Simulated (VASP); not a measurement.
# LiCl (F-43m) in VASP: single point with PBE-based screened hybrid with 20 % exact exchange

Aim: the single point of LiCl with PBE-based screened hybrid with 20 % exact exchange.

All numbers are computed with VASP 6.6.1; they aren't measurements. Logs are shortened: lines on timing, memory, paths and dates and some standing lists are left out, and cuts for length are marked.

## (1) The cell of the first run

It takes space group F-43m (No. 216, cubic). The conventional cell has a = 5.466 Å, b = 5.466 Å, c = 5.466 Å, α = 90.00°, β = 90.00°, γ = 90.00°. Within 3.1 Å of Li (site symmetry -43m) lie 4 Cl at 2.37 Å. Cl (site symmetry -43m) has 4 Li at 2.37 Å within 3.1 Å.

## (2) Single point, PBE-based screened hybrid with 20 % exact exchange

Input file POSCAR:

```
LiCl
1.0
    0.0000000000      2.7330425439      2.7330425439
    2.7330425439      0.0000000000      2.7330425439
    2.7330425439      2.7330425439      0.0000000000
Li Cl
1 1
Direct
    0.0000000000      0.0000000000      0.0000000000
    0.2500000000      0.2500000000      0.2500000000
```

Input file INCAR.step1:

```
  PREC = Accurate
  ENCUT = 520
  EDIFF = 1E-5
  ISMEAR = 0
  SIGMA = 0.01
  LREAL = F
  LASPH = T
  NELM = 100
  ALGO = Normal
  ISIF = 2
  LWAVE = T
  LCHARG = F
  NBANDS = 12
  GGA = PE
```

Input file INCAR.step2:

```
  PREC = Accurate
  ENCUT = 520
  EDIFF = 1E-6
  ISMEAR = 0
  SIGMA = 0.01
  LREAL = F
  LASPH = T
  NELM = 100
  ALGO = Normal
  ISIF = 2
  LWAVE = F
  LCHARG = F
  GGA = PE
  LHFCALC = T
  AEXX = 0.2
  HFSCREEN = 0.3
  PRECFOCK = Normal
  NBANDS = 12
  ISTART = 1
```

Input file KPOINTS:

```
Automatic mesh
0
Gamma
  4 4 4
```

Potentials or basis: VASP PAW PBE potentials, release 64 (Li_sv, Cl).

On the command line:

```sh
cat potpaw_PBE.64/Li_sv/POTCAR potpaw_PBE.64/Cl/POTCAR > POTCAR
cp INCAR.step1 INCAR
mpirun -np 1 vasp_std > vasp.out
cp INCAR.step2 INCAR
mpirun -np 1 vasp_std > vasp.out
```

OUTCAR:

```text
PREC = Accurate
   ENCUT = 520
   EDIFF = 1E-6
   ISMEAR = 0
   LREAL = F
   LASPH = T
   NELM = 100
   ISIF = 2
   GGA = PE
   LHFCALC = T
   AEXX = 0.2
   HFSCREEN = 0.3
   PRECFOCK = Normal
   ISTART = 1

 ion  position               nearest neighbor table
   1  0.000  0.000  0.000-   2 2.37   2 2.37   2 2.37   2 2.37
   2  0.250  0.250  0.250-   1 2.37   1 2.37   1 2.37   1 2.37

  LATTYP: Found a face centered cubic cell.
 ALAT       =     5.4660850878

  Lattice vectors:

 A1 = (   0.0000000000,   2.7330425439,   2.7330425439)
 A2 = (   2.7330425439,   0.0000000000,   2.7330425439)
 A3 = (   2.7330425439,   2.7330425439,   0.0000000000)

Analysis of symmetry for initial positions (statically):
=====================================================================
 Subroutine PRICEL returns:
 Original cell was already a primitive cell.

 Routine SETGRP: Setting up the symmetry group for a
 face centered cubic supercell.

 Subroutine GETGRP returns: Found 24 space group operations
 (whereof 24 operations were pure point group operations)
 out of a pool of 48 trial point group operations.

The static configuration has the point symmetry T_d .

Analysis of symmetry for dynamics (positions and initial velocities):
=====================================================================
 Subroutine PRICEL returns:
 Original cell was already a primitive cell.

 Routine SETGRP: Setting up the symmetry group for a
 face centered cubic supercell.

 Subroutine GETGRP returns: Found 24 space group operations
 (whereof 24 operations were pure point group operations)
 out of a pool of 48 trial point group operations.

The dynamic configuration has the point symmetry T_d .

 Subroutine INISYM returns: Found 24 space group operations
 (whereof 24 operations are pure point group operations),
 and found     1 'primitive' translations

----------------------------------------------------------------------------------------

                                     Primitive cell

  volume of cell :      40.8290

  direct lattice vectors                    reciprocal lattice vectors
     0.000000000  2.733042544  2.733042544    -0.182946292  0.182946292  0.182946292
     2.733042544  0.000000000  2.733042544     0.182946292 -0.182946292  0.182946292
     2.733042544  2.733042544  0.000000000     0.182946292  0.182946292 -0.182946292

  length of vectors
     3.865105832  3.865105832  3.865105832     0.316872273  0.316872273  0.316872273

  position of ions in fractional coordinates (direct lattice)
     0.000000000  0.000000000  0.000000000
     0.250000000  0.250000000  0.250000000

  ion indices of the primitive-cell ions
   primitive index   ion index
                 1           1
                 2           2

----------------------------------------------------------------------------------------

 KPOINTS: Automatic mesh

Automatic generation of k-mesh.
 Grid dimensions read from file:
 generate k-points for:    4    4    4

 Generating k-lattice:

  Cartesian coordinates                     Fractional coordinates (reciprocal lattice)
    -0.045736573  0.045736573  0.045736573     0.250000000  0.000000000  0.000000000
     0.045736573 -0.045736573  0.045736573     0.000000000  0.250000000  0.000000000
     0.045736573  0.045736573 -0.045736573     0.000000000  0.000000000  0.250000000

  Length of vectors
     0.079218068  0.079218068  0.079218068

  Shift w.r.t. Gamma in fractional coordinates (k-lattice)
     0.000000000  0.000000000  0.000000000

 Subroutine IBZKPT returns following result:
 ===========================================

 Found      8 irreducible k-points:

 Following reciprocal coordinates:
            Coordinates               Weight
  0.000000  0.000000  0.000000      1.000000
  0.250000  0.000000  0.000000      8.000000
  0.500000  0.000000  0.000000      4.000000
  0.250000  0.250000  0.000000      6.000000
  0.500000  0.250000  0.000000     24.000000
 -0.250000  0.250000  0.000000     12.000000
  0.500000  0.500000  0.000000      3.000000
 -0.250000  0.500000  0.250000      6.000000
   k-points           NKPTS =      8   k-points in BZ     NKDIM =     64   number of bands    NBANDS=     12
   number of dos      NEDOS =    301   number of ions     NIONS =      2
   total plane-waves  NPLWV =  27000
   dimension x,y,z NGX =    30 NGY =   30 NGZ =   30
   dimension x,y,z NGXF=    60 NGYF=   60 NGZF=   60
   ions per type =               1   1
   NGX,Y,Z   is equivalent  to a cutoff of  12.90, 12.90, 12.90 a.u.
   NGXF,Y,Z  is equivalent  to a cutoff of  25.81, 25.81, 25.81 a.u.
 SYSTEM =  unknown system
   PREC   = accura    normal or accurate (medium, high low for compatibility)
   ISTART =      1    job   : 0-new  1-cont  2-samecut
   ICHARG =      0    charge: 1-file 2-atom 10-const
   ISPIN  =      1    spin polarized calculation?
   LNONCOLLINEAR =      F non collinear calculations
   LSORBIT =      F    spin-orbit coupling
   LASPH  =      T    aspherical Exc in radial PAW
   ENCUT  =  520.0 eV  38.22 Ry    6.18 a.u.   7.19  7.19  7.19*2*pi/ulx,y,z
   NELM   =    100;   NELMIN=  2; NELMDL=  0     # of ELM steps
   EDIFF  = 0.1E-05   stopping-criterion for ELM
   LREAL  =      F    real-space projection
   EDIFFG = 0.1E-04   stopping-criterion for IOM
   NSW    =      0    number of steps for IOM
   IBRION =     -1    ionic relax: 0-MD 1-quasi-New 2-CG
   NFREE  =      0    steps in history (QN), initial steepest desc. (CG)
   ISIF   =      2    stress and relaxation
   ISYM   =      3    0-nonsym 1-usesym 2-fastsym
   POTIM  = 0.5000    time-step for ionic-motion
   TEBEG  =    0.0;   TEEND  =   0.0 temperature during run
   PSTRESS=    0.0 pullay stress
   NELECT =      10.0000    total number of electrons
   NUPDOWN=      -1.0000    fix difference up-down
   EMIN   =  10.00;   EMAX   =-10.00  energy-range for DOS
   EFERMI =   0.00;   METHOD = LEGACY
   ISMEAR =     0;   SIGMA  =   0.01  broadening in eV -4-tet -1-fermi 0-gaus
   EFERMI_NEDOS =   21; number of points for ismear=-14 and -15
   IALGO  =     38    algorithm
   IMIX   =      1    mixing-type and parameters
     AMIX     =   0.40;   BMIX     =  1.00
     AMIX_MAG =   1.60;   BMIX_MAG =  1.00
  volume/ion in A,a.u.               =      20.41       137.76
  Fermi-wavevector in a.u.,A,eV,Ry     =   1.024279  1.935607 14.274529  1.049148
  Thomas-Fermi vector in A             =   2.158058
   LORBIT       =      0    0 simple, 1 ext, 2 COOP (PROOUT), +10 PAW based schemes
   GGA     = PE    functional components
   LHFCALC =     T    Hartree Fock is set to
   PRECFOCK=normal    Normal, Fast or Accurate (Low or Medium for compatibility)
   ENCUT4O =  -1.0   cutoff for four orbital integrals eV
   NKREDX  =     1    reduce k-point grid by
   NKREDY  =     1    reduce k-point grid by
   NKREDZ  =     1    reduce k-point grid by
   AEXX    =    0.2000 exact exchange contribution
   HFSCREEN=    0.3000 screening length (either q_TF or 0.3 A-1)
   HFSCREENC=   0.3000 screening length for correlation (either q_TF or 0.3 A-1)
   ENCUTFOCK=  -1.0 apply spherical cutoff to Coloumb kernel
   IVDW    =     0    specifies the selected vdW correction
   LEPSILON=     F    determine dielectric tensor
   LRPA    =     F    only Hartree local field effects (RPA)
 non-spin polarized calculation
 Gauss-broadening in eV      SIGMA  =   0.01
  energy-cutoff  :      520.00
  volume of cell :       40.83
 maximum number of plane-waves:      1124
 NGX is ok and might be reduce to    30
  NGX = 24; NGY = 24; NGZ = 24

 number of electron      10.0000001 magnetization

 Free energy of the ion-electron system (eV)
  ---------------------------------------------------
  ext. energy  EPLUGINS =         0.00000000
  ---------------------------------------------------
  free energy    TOTEN  =        -8.13602092 eV

  energy without entropy =       -8.13602092  energy(sigma->0) =       -8.13602092

 E-fermi :  -1.6830     XC(G=0):  -6.8291

 val. band max:       -1.8178932395   @ k =   0.0000   0.0000   0.0000
 cond. band min:       5.1053282324   @ k =   0.0000   0.0000   0.0000
 fundamental gap:      6.9232214718
 Fermi energy:        -1.6829690044

 k-point     1 :       0.0000    0.0000    0.0000
  band No.  band energies     occupation
      1     -46.7917      2.00000
      2     -15.4780      2.00000
      3      -1.8179      2.00000
      4      -1.8179      2.00000
      5      -1.8179      2.00000
      6       5.1053      0.00000
      7       9.3769      0.00000
      8       9.3769      0.00000
      9       9.3769      0.00000
     10      13.8431      0.00000
     11      13.8431      0.00000
     12      16.9203      0.00000

 k-point     2 :       0.2500    0.0000    0.0000
  band No.  band energies     occupation
      1     -46.7909      2.00000
      2     -15.3239      2.00000
      3      -2.9947      2.00000
      4      -1.9766      2.00000
      5      -1.9766      2.00000
      6       6.4086      0.00000
      7       9.6751      0.00000
      8       9.7697      0.00000
      9       9.7697      0.00000
     10      13.1029      0.00000
     11      13.1029      0.00000
     12      15.3371      0.00000

 k-point     3 :       0.5000    0.0000    0.0000
  band No.  band energies     occupation
      1     -46.7900      2.00000
      2     -15.1583      2.00000
      3      -3.9399      2.00000
      4      -2.1232      2.00000
      5      -2.1232      2.00000
      6       7.4945      0.00000
      7       9.5230      0.00000
      8       9.5230      0.00000
      9       9.9090      0.00000
     10      15.5546      0.00000
     11      15.5546      0.00000
     12      15.7087      0.00000

 k-point     4 :       0.2500    0.2500    0.0000
  band No.  band energies     occupation
      1     -46.7906      2.00000
      2     -15.2742      2.00000
      3      -2.8310      2.00000
      4      -2.2847      2.00000
      5      -2.2847      2.00000
      6       6.2910      0.00000
      7       9.3794      0.00000
      8      10.6452      0.00000
      9      10.7861      0.00000
     10      10.7861      0.00000
     11      14.8144      0.00000
     12      18.7813      0.00000

 k-point     5 :       0.5000    0.2500    0.0000
  band No.  band energies     occupation
      1     -46.7897      2.00000
      2     -15.1096      2.00000
      3      -3.5600      2.00000
      4      -2.6928      2.00000
      5      -2.4249      2.00000
      6       6.9972      0.00000
      7       9.1800      0.00000
      8      10.7215      0.00000
      9      11.0263      0.00000
     10      13.0719      0.00000
     11      15.6735      0.00000
     12      16.3442      0.00000

 k-point     6 :      -0.2500    0.2500    0.0000
  band No.  band energies     occupation
      1     -46.7900      2.00000
      2     -15.1630      2.00000
      3      -3.4320      2.00000
      4      -2.7313      2.00000
      5      -2.1339      2.00000
      6       7.9587      0.00000
      7       8.4479      0.00000
      8      10.4508      0.00000
      9      10.4926      0.00000
     10      12.4629      0.00000
     11      14.8958      0.00000
     12      16.3270      0.00000

 k-point     7 :       0.5000    0.5000    0.0000
  band No.  band energies     occupation
      1     -46.7894      2.00000
      2     -15.0591      2.00000
      3      -3.5508      2.00000
      4      -2.6964      2.00000
      5      -2.6964      2.00000
      6       5.6670      0.00000
      7       8.7709      0.00000
      8      12.8220      0.00000
      9      13.2796      0.00000
     10      13.2796      0.00000
     11      16.3653      0.00000
     12      16.5191      0.00000

 k-point     8 :      -0.2500    0.5000    0.2500
  band No.  band energies     occupation
      1     -46.7895      2.00000
      2     -15.0552      2.00000
      3      -3.2933      2.00000
      4      -3.0122      2.00000
      5      -2.8358      2.00000
      6       7.2055      0.00000
      7       9.9092      0.00000
      8      10.0430      0.00000
      9      11.2049      0.00000
     10      13.5105      0.00000
     11      15.8029      0.00000
     12      16.4106      0.00000

------------------------ aborting loop because EDIFF is reached ----------------------------------------

  FORCE on cell =-STRESS in cart. coord.  units (eV):
  Direction    XX          YY          ZZ          XY          YZ          ZX
  --------------------------------------------------------------------------------------
  -------------------------------------------------------------------------------------
  Total        0.0721307      0.0721307      0.0721307      0.0000000      0.0000000     -0.0000000
  in kB        2.8304881      2.8304881      2.8304881      0.0000000      0.0000000     -0.0000000
  external PRESSURE =       2.8304881 kB  Pullay stress =       0.0000000 kB

 VOLUME and BASIS-vectors are now :
 -----------------------------------------------------------------------------
  energy-cutoff  :      520.00
  volume of cell :       40.83
      direct lattice vectors                 reciprocal lattice vectors
     0.000000000  2.733042544  2.733042544    -0.182946292  0.182946292  0.182946292
     2.733042544  0.000000000  2.733042544     0.182946292 -0.182946292  0.182946292
     2.733042544  2.733042544  0.000000000     0.182946292  0.182946292 -0.182946292

 POSITION                                       TOTAL-FORCE (eV/Angst)
 -----------------------------------------------------------------------------------
      0.00000      0.00000      0.00000         0.000000      0.000000      0.000000
      1.36652      1.36652      1.36652        -0.000000     -0.000000     -0.000000
 -----------------------------------------------------------------------------------
    total drift:                                0.000004      0.000002      0.000002

  FREE ENERGIE OF THE ION-ELECTRON SYSTEM (eV)
  ---------------------------------------------------
  free  energy   TOTEN  =        -8.1360209186 eV

  energy  without entropy=       -8.1360209186  energy(sigma->0) =       -8.13602092
```

It took 52 s on 1 thread of Intel Xeon Platinum 8488C (Sapphire Rapids), shared host; peak memory 0.26 GiB.

What came out:

```yaml
Free_energy: -8.1360 eV
Band_gap_on_the_k_mesh: 6.92 eV
```

Caveat: the k points lie up to 0.50 Å⁻¹ apart; the cutoff is under 1.25 times the usual one of these potentials, so pressure, stress and relaxed cells hold a basis-set (Pulay) error; the PAW data sets were made with another functional, which shifts forces and pressure a little.
